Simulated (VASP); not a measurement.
**BaTiO3: single point with PBEsol**

Crystal: BaTiO3.

```xyz
10
Lattice="2.8175 -4.8799 -0.0001 5.6484 0.0078 -0.0055 2.8175 -1.6266 4.6009" Properties=species:S:1:pos:R:3 pbc="T T T"
Ba   11.2482   -6.5191    4.5804
Ba    5.6064   -3.2697    2.2827
Ti    8.3641   -4.9309    3.4573
Ti    2.7224   -1.6815    1.1596
O     5.6743   -1.5832    4.5408
O     2.8501   -3.2137    2.2430
O     4.2836   -2.4277   -0.0602
O     4.2769   -5.6848    2.2430
O     7.1078   -2.4030   -0.0335
O     7.1011   -5.6602    2.2696
```

* Program: VASP 6.6.1
* Task: single point
* Functional: PBEsol
* Potentials or basis: VASP PAW PBE potentials, release 64 (Ba_sv, Ti_sv, O)
* Cutoff: 520 eV
* k mesh: 5 × 5 × 5
* Occupations: fermi-dirac, width 0.05 eV
* Spin: no spin polarisation
* Dipole correction: no
* Further INCAR settings: ALGO = Normal; EDIFF = 1e-06; NBANDS = 51

| Property | Result |
| --- | --- |
| Pressure | 2.0 GPa |
| Largest force | 0.065 eV/Å |
| Band gap on the k mesh | 2.27 eV |

Forces on the atoms (eV/Å):
```
Ba   0.030  0.017 -0.012
Ba   0.030  0.017 -0.012
Ti   0.053  0.031 -0.022
Ti   0.053  0.031 -0.022
O   -0.014 -0.032  0.023
O   -0.014 -0.032  0.023
O   -0.035  0.004  0.023
O   -0.035  0.004  0.023
O   -0.035 -0.020 -0.011
O   -0.035 -0.020 -0.011
```

Levels at points of the mesh, in eV from the valence-band top:
| k point | band 36 | band 37 | band 38 | band 39 | band 40 | band 41 | band 42 | band 43 | band 44 | band 45 |
| --- | --- | --- | --- | --- | --- | --- | --- | --- | --- | --- |
| (0.00, 0.00, 0.00) | -0.36 | -0.36 | -0.02 | -0.02 | 0.00 | 2.27 | 2.27 | 2.41 | 4.36 | 4.49 |

It took 5.4 min on 1 thread of Intel Xeon 6975P-C, on a shared host, peak memory 0.39 GiB.

Caveat: the PAW data sets were made with another functional, which shifts forces and pressure a little; spin-orbit coupling is left out, which moves the levels of the heavy elements. A hybrid or GW would open this gap; PBEsol tends to underestimate it.
